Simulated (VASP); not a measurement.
Wanted: the native input for a VASP 6.6.1 run.

```yaml
Task: single point
Functional: PBE
Potentials_or_basis: VASP PAW PBE potentials, release 64 (Ga_d)
Cutoff: 520 eV
k_mesh: 16 × 16 × 16
Occupations: fermi-dirac, width 0.08 eV
Spin: no spin polarisation
Dipole_correction: no
Further_INCAR_settings: ALGO = Normal; EDIFF = 1e-06; NBANDS = 12
```

The structure of Ga lies in POSCAR:

```
Ga
1.0
   -1.6174067754      1.6174067754      1.6174067754
    1.6174067754     -1.6174067754      1.6174067754
    1.6174067754      1.6174067754     -1.6174067754
Ga
1
Direct
    0.0000000000      0.0000000000      0.0000000000
```

This cell differs from its parent crystal: volume scaled by 0.88.

The input as run:

INCAR

```
SYSTEM = Ga
ALGO     = Normal         ! electronic algorithm
EDIFF    = 1E-6           ! SCF threshold, eV
ENCUT    = 520            ! plane-wave cutoff, eV
GGA      = PE             ! functional
ISIF     = 2              ! what is computed and relaxed
ISMEAR   = -1             ! smearing method
LASPH    = .True.         ! aspherical terms in the spheres
LCHARG   = .False.        ! write CHGCAR
LREAL    = .False.        ! projectors in reciprocal space
LWAVE    = .False.        ! write WAVECAR
NBANDS   = 12             ! bands
NELM     = 80             ! most SCF steps
PREC     = Accurate       ! precision mode
SIGMA    = 0.08           ! smearing width, eV
```

KPOINTS

```
k-points
0
Gamma
  16 16 16
  0 0 0
```

Potentials or basis: VASP PAW PBE potentials, release 64 (Ga_d).

Launch:

```sh
$ cat potpaw_PBE.64/Ga_d/POTCAR > POTCAR
$ mpirun -np 1 vasp_std > vasp.out
```

Results of the run:

```yaml
Pressure: 8.4 GPa
```

It took 38 s on 1 thread of Intel Xeon 8259CL, on a shared host, peak memory 0.15 GiB.
